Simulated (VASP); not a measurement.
# Rh (I4/mmm) in VASP: further runs

The runs below take Rh through single point, with r2SCAN.

All numbers are computed with VASP 6.6.1; they aren't measurements. Logs are shortened: lines on timing, memory, paths and dates and some standing lists are left out, and cuts for length are marked.

## 1. The cell of the first run

It takes space group I4/mmm (No. 139, tetragonal). The conventional cell has a = 2.770 Å, b = 2.770 Å, c = 3.746 Å, α = 90.00°, β = 90.00°, γ = 90.00°. Rh (site symmetry 4/mmm) has 12 Rh at 2.71 to 2.77 Å within 3.6 Å.

## 2. Single point, r2SCAN (strain +0.030 along x and y, -0.015 along z)

POSCAR

```
Rh
1.0
    0.0000000000      1.9585965000      1.8730267500
    1.9585965000      0.0000000000      1.8730267500
    1.9585965000      1.9585965000      0.0000000000
Rh
1
Direct
    0.0000000000      0.0000000000      0.0000000000
```

INCAR.step1

```
SYSTEM = Rh
  PREC = Accurate
  ENCUT = 680
  ISMEAR = 0
  SIGMA = 0.15
  LREAL = .FALSE.
  LASPH = .TRUE.
  NELM = 120
  NBANDS = 14
  GGA = PE
  ALGO = Normal
  EDIFF = 1E-5
  LWAVE = .TRUE.
  LCHARG = .FALSE.
  GGA_COMPAT = .FALSE.
```

INCAR.step2

```
SYSTEM = Rh
  PREC = Accurate
  ENCUT = 680
  EDIFF = 1E-6
  ISMEAR = 0
  SIGMA = 0.15
  LREAL = .FALSE.
  LASPH = .TRUE.
  NELM = 120
  ALGO = Normal
  ISIF = 2
  LWAVE = .FALSE.
  LCHARG = .TRUE.
  METAGGA = R2SCAN
  LMIXTAU = .TRUE.
  LELF = .TRUE.
  LVHAR = .TRUE.
  NBANDS = 14
  ISTART = 1
  GGA_COMPAT = .FALSE.
```

KPOINTS

```
Automatic mesh
0
G
  8 8 8
  0 0 0
```

Potentials or basis: VASP PAW PBE potentials, release 64 (Rh_sv_GW).

On the command line:

```console
$ cat potpaw_PBE.64/Rh_sv_GW/POTCAR > POTCAR
$ cp INCAR.step1 INCAR
$ mpirun -np 1 vasp_std > vasp.out
$ cp INCAR.step2 INCAR
$ mpirun -np 1 vasp_std > vasp.out
```

OUTCAR:

```text
SYSTEM = Rh
   PREC = Accurate
   ENCUT = 680
   EDIFF = 1E-6
   ISMEAR = 0
   LREAL = .FALSE.
   LASPH = .TRUE.
   NELM = 120
   ISIF = 2
   METAGGA = R2SCAN
   ISTART = 1

 ion  position               nearest neighbor table
   1  0.000  0.000  0.000-

  LATTYP: Found a body centered tetragonal cell.
 ALAT       =     2.7698737335
 C/A-ratio  =     1.3524275329

  Lattice vectors:

 A1 = (   0.0000000000,  -1.9585965000,  -1.8730267500)
 A2 = (   0.0000000000,   1.9585965000,  -1.8730267500)
 A3 = (   1.9585965000,   0.0000000000,   1.8730267500)

Analysis of symmetry for initial positions (statically):
=====================================================================
 Subroutine PRICEL returns:
 Original cell was already a primitive cell.

 Routine SETGRP: Setting up the symmetry group for a
 body centered tetragonal supercell.

 Subroutine GETGRP returns: Found 16 space group operations
 (whereof 16 operations were pure point group operations)
 out of a pool of 16 trial point group operations.

The static configuration has the point symmetry D_4h.

Analysis of symmetry for dynamics (positions and initial velocities):
=====================================================================
 Subroutine PRICEL returns:
 Original cell was already a primitive cell.

 Routine SETGRP: Setting up the symmetry group for a
 body centered tetragonal supercell.

 Subroutine GETGRP returns: Found 16 space group operations
 (whereof 16 operations were pure point group operations)
 out of a pool of 16 trial point group operations.

The dynamic configuration has the point symmetry D_4h.

 Subroutine INISYM returns: Found 16 space group operations
 (whereof 16 operations are pure point group operations),
 and found     1 'primitive' translations

----------------------------------------------------------------------------------------

                                     Primitive cell

  volume of cell :      14.3702

  direct lattice vectors                    reciprocal lattice vectors
     0.000000000  1.958596500  1.873026750    -0.255284843  0.255284843  0.266947602
     1.958596500  0.000000000  1.873026750     0.255284843 -0.255284843  0.266947602
     1.958596500  1.958596500  0.000000000     0.255284843  0.255284843 -0.266947602

  length of vectors
     2.710042335  2.710042335  2.769873734     0.449000807  0.449000807  0.449000807

  position of ions in fractional coordinates (direct lattice)
     0.000000000  0.000000000  0.000000000

  ion indices of the primitive-cell ions
   primitive index   ion index
                 1           1

----------------------------------------------------------------------------------------

 KPOINTS: Automatic mesh

Automatic generation of k-mesh.
 Grid dimensions read from file:
 generate k-points for:    8    8    8

 Generating k-lattice:

  Cartesian coordinates                     Fractional coordinates (reciprocal lattice)
    -0.031910605  0.031910605  0.033368450     0.125000000  0.000000000  0.000000000
     0.031910605 -0.031910605  0.033368450     0.000000000  0.125000000  0.000000000
     0.031910605  0.031910605 -0.033368450     0.000000000  0.000000000  0.125000000

  Length of vectors
     0.056125101  0.056125101  0.056125101

  Shift w.r.t. Gamma in fractional coordinates (k-lattice)
     0.000000000  0.000000000  0.000000000

 Subroutine IBZKPT returns following result:
 ===========================================

 Found     59 irreducible k-points:

 Following reciprocal coordinates:
            Coordinates               Weight
  0.000000  0.000000  0.000000      1.000000
  0.125000  0.000000  0.000000      8.000000
  0.250000  0.000000  0.000000      8.000000
  0.375000  0.000000  0.000000      8.000000
  0.500000  0.000000  0.000000      4.000000
  0.125000  0.125000  0.000000      2.000000
[... 16 lines left out ...]
  0.250000  0.000000  0.125000     16.000000
  0.375000  0.000000  0.125000     16.000000
 [... further k-points ...]
   k-points           NKPTS =     59   k-points in BZ     NKDIM =     59   number of bands    NBANDS=     14
   number of dos      NEDOS =    301   number of ions     NIONS =      1
   total plane-waves  NPLWV =  13824
   dimension x,y,z NGX =    24 NGY =   24 NGZ =   24
   dimension x,y,z NGXF=    48 NGYF=   48 NGZF=   48
   ions per type =               1
   NGX,Y,Z   is equivalent  to a cutoff of  14.72, 14.72, 14.40 a.u.
   NGXF,Y,Z  is equivalent  to a cutoff of  29.45, 29.45, 28.81 a.u.
 SYSTEM =  Rh
   PREC   = accura    normal or accurate (medium, high low for compatibility)
   ISTART =      1    job   : 0-new  1-cont  2-samecut
   ICHARG =      0    charge: 1-file 2-atom 10-const
   ISPIN  =      1    spin polarized calculation?
   LNONCOLLINEAR =      F non collinear calculations
   LSORBIT =      F    spin-orbit coupling
   LASPH  =      T    aspherical Exc in radial PAW
   ENCUT  =  680.0 eV  49.98 Ry    7.07 a.u.   5.76  5.76  5.89*2*pi/ulx,y,z
   NELM   =    120;   NELMIN=  2; NELMDL=  0     # of ELM steps
   EDIFF  = 0.1E-05   stopping-criterion for ELM
   LREAL  =      F    real-space projection
   EDIFFG = 0.1E-04   stopping-criterion for IOM
   NSW    =      0    number of steps for IOM
   IBRION =     -1    ionic relax: 0-MD 1-quasi-New 2-CG
   NFREE  =      0    steps in history (QN), initial steepest desc. (CG)
   ISIF   =      2    stress and relaxation
   ISYM   =      2    0-nonsym 1-usesym 2-fastsym
   POTIM  = 0.5000    time-step for ionic-motion
   TEBEG  =    0.0;   TEEND  =   0.0 temperature during run
   PSTRESS=    0.0 pullay stress
   NELECT =      17.0000    total number of electrons
   NUPDOWN=      -1.0000    fix difference up-down
   EMIN   =  10.00;   EMAX   =-10.00  energy-range for DOS
   EFERMI =   0.00;   METHOD = LEGACY
   ISMEAR =     0;   SIGMA  =   0.15  broadening in eV -4-tet -1-fermi 0-gaus
   EFERMI_NEDOS =   21; number of points for ismear=-14 and -15
   IALGO  =     38    algorithm
   IMIX   =      4    mixing-type and parameters
     AMIX     =   0.40;   BMIX     =  1.00
     AMIX_MAG =   1.60;   BMIX_MAG =  1.00
  volume/ion in A,a.u.               =      14.37        96.98
  Fermi-wavevector in a.u.,A,eV,Ry     =   1.731423  3.271915 40.787890  2.997825
  Thomas-Fermi vector in A             =   2.805792
   LORBIT       =      0    0 simple, 1 ext, 2 COOP (PROOUT), +10 PAW based schemes
   METAGGA = R2SCAN    functional components
   LHFCALC =     F    Hartree Fock is set to
   AEXX    =    0.0000 exact exchange contribution
   IVDW    =     0    specifies the selected vdW correction
   LEPSILON=     F    determine dielectric tensor
   LRPA    =     F    only Hartree local field effects (RPA)
 non-spin polarized calculation
 Gauss-broadening in eV      SIGMA  =   0.15
  energy-cutoff  :      680.00
  volume of cell :       14.37
 maximum number of plane-waves:       588
   NGX = 11   NGY = 11   NGZ = 11

 number of electron      16.9999999 magnetization

 Free energy of the ion-electron system (eV)
  ---------------------------------------------------
  ext. energy  EPLUGINS =         0.00000000
  ---------------------------------------------------
  free energy    TOTEN  =       -23.23446059 eV

  energy without entropy =      -23.21275274  energy(sigma->0) =      -23.22360667

 E-fermi :   9.9816     XC(G=0): -14.9306

 val. band max:        9.9665056903   @ k =  -0.3750  -0.0000   0.2500
 cond. band min:      10.0133094364   @ k =   0.5000   0.1250   0.3750
 fundamental gap:      0.0468037461
 Fermi energy:         9.9815757904

 k-point     1 :       0.0000    0.0000    0.0000
  band No.  band energies     occupation
      1     -71.0521      2.00000
      2     -37.7467      2.00000
      3     -37.7467      2.00000
      4     -37.7285      2.00000
      5       2.1320      2.00000
      6       6.8720      2.00000
      7       6.8720      2.00000
      8       7.3240      2.00000
      9       8.6804      2.00000
     10       9.2090      2.00000
     11      26.4754      0.00000
     12      31.4193      0.00000
     13      31.4193      0.00000
     14      32.7690      0.00000

 k-point     2 :       0.1250    0.0000    0.0000
  band No.  band energies     occupation
      1     -71.0373      2.00000
      2     -37.8416      2.00000
      3     -37.7637      2.00000
      4     -37.7450      2.00000
      5       2.7343      2.00000
      6       6.7502      2.00000
      7       7.0713      2.00000
      8       7.4281      2.00000
      9       8.6340      2.00000
     10       9.0811      2.00000
     11      27.2234      0.00000
     12      29.3635      0.00000
     13      32.2677      0.00000
     14      33.1655      0.00000

 k-point     3 :       0.2500    0.0000    0.0000
  band No.  band energies     occupation
      1     -71.0014      2.00000
      2     -38.0812      2.00000
      3     -37.8045      2.00000
      4     -37.7708      2.00000
      5       3.9346      2.00000
      6       6.9002      2.00000
      7       7.1294      2.00000
      8       7.5675      2.00000
      9       9.0733      2.00000
     10       9.2135      2.00000
     11      25.4198      0.00000
     12      27.9344      0.00000
     13      34.3131      0.00000
     14      34.9710      0.00000
[... 324 lines left out ...]
 k-point    23 :       0.2500    0.0000    0.1250
  band No.  band energies     occupation
      1     -71.0050      2.00000
      2     -38.0136      2.00000
      3     -37.8125      2.00000
      4     -37.8019      2.00000
      5       4.0055      2.00000
      6       6.0859      2.00000
      7       7.3469      2.00000
      8       7.8908      2.00000
      9       8.6788      2.00000
     10       9.5209      1.99999
     11      27.1776      0.00000
     12      28.6514      0.00000
     13      31.4565      0.00000
     14      32.5621      0.00000

 k-point    24 :       0.3750    0.0000    0.1250
  band No.  band energies     occupation
      1     -70.9690      2.00000
      2     -38.2342      2.00000
      3     -37.8647      2.00000
      4     -37.8312      2.00000
      5       4.5568      2.00000
      6       6.7146      2.00000
      7       7.0166      2.00000
      8       7.7387      2.00000
      9      10.1675      0.07957
     10      10.5193      0.00000
     11      22.8631      0.00000
     12      27.5730      0.00000
     13      30.9291      0.00000
     14      32.2175      0.00000

 [... further k-points ...]

------------------------ aborting loop because EDIFF is reached ----------------------------------------

  FORCE on cell =-STRESS in cart. coord.  units (eV):
  Direction    XX          YY          ZZ          XY          YZ          ZX
  --------------------------------------------------------------------------------------
  -------------------------------------------------------------------------------------
  Total       -1.2030382     -1.2030382     -0.4070483      0.0000000      0.0000000      0.0000000
  in kB     -134.1300521   -134.1300521    -45.3829345      0.0000000      0.0000000      0.0000000
  external PRESSURE =    -104.5476795 kB  Pullay stress =       0.0000000 kB

 VOLUME and BASIS-vectors are now :
 -----------------------------------------------------------------------------
  energy-cutoff  :      680.00
  volume of cell :       14.37
      direct lattice vectors                 reciprocal lattice vectors
     0.000000000  1.958596500  1.873026750    -0.255284843  0.255284843  0.266947602
     1.958596500  0.000000000  1.873026750     0.255284843 -0.255284843  0.266947602
     1.958596500  1.958596500  0.000000000     0.255284843  0.255284843 -0.266947602

 POSITION                                       TOTAL-FORCE (eV/Angst)
 -----------------------------------------------------------------------------------
      0.00000      0.00000      0.00000         0.000000      0.000000     -0.000000
 -----------------------------------------------------------------------------------
    total drift:                               -0.000000      0.000000      0.000000

  FREE ENERGIE OF THE ION-ELECTRON SYSTEM (eV)
  ---------------------------------------------------
  free  energy   TOTEN  =       -23.2344605944 eV

  energy  without entropy=      -23.2127527395  energy(sigma->0) =      -23.22360667
```

Run time: 45 s. Hardware: 1 thread of Intel Xeon Platinum 8488C (Sapphire Rapids), shared host; peak memory 0.16 GiB.

Results:

* Free energy: -23.2345 eV
* Pressure: -10.5 GPa
* Band gap on the k mesh: zero (an odd number of electrons rules out a gap without spin polarisation)

Caveat: the cell differs from its parent crystal (strain +0.030 along x and y, -0.015 along z); the stress differs along the axes, from -13 to -5 GPa; the PAW data sets were made with another functional, which shifts forces and pressure a little.

[end of part 1 of 3]

The gap in the log of VASP goes by the Fermi energy; the results here count the filled bands.